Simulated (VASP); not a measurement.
The system is ZrS2.

```
Zr S
1.0
     3.67440    0.00000    0.00000
    -1.83720    3.18212    0.00000
     0.00000    0.00000    5.85686
Zr S
1 2
Direct
  0.00000 0.00000 0.00000
  0.33333 0.66667 0.24623
  0.66667 0.33333 0.75377
```

Base run:

| Item | Value |
| --- | --- |
| Program | VASP 6.6.1 |
| Functional | PBE |
| Potentials or basis | VASP PAW PBE potentials, release 64 (Zr_sv, S) |
| Cutoff | 500 eV |
| k mesh | 6 × 6 × 4 |
| Occupations | gaussian, width 0.01 eV |
| Spin | no spin polarisation |

Its results: band gap on the k mesh 0.88 eV (least direct gap 1.50 eV); pressure 1.3 GPa; largest force 0.038 eV/Å.

Q: After a change of settings the same cell gave: band gap on the k mesh 1.19 eV (least direct gap 1.81 eV); pressure 0.9 GPa; largest force 0.041 eV/Å. Which change was it?
A. functional from PBE to PBE-based screened hybrid with 30 % exact exchange; cutoff from 500 eV to 400 eV; k mesh from 6 × 6 × 4 to 6 × 6 × 2
B. k mesh from 6 × 6 × 4 to 4 × 4 × 4
C. functional from PBE to r2SCAN; cutoff from 500 eV to 550 eV
D. functional from PBE to HSE06; cutoff from 500 eV to 400 eV; k mesh from 6 × 6 × 4 to 6 × 6 × 2

A: C.

Caveats: this functional lacks dispersion, which binds the layers, so the pressure and a relaxed spacing across them are unreliable (at least some runs); the PAW data sets were made with another functional, which shifts forces and pressure a little (at least some runs).
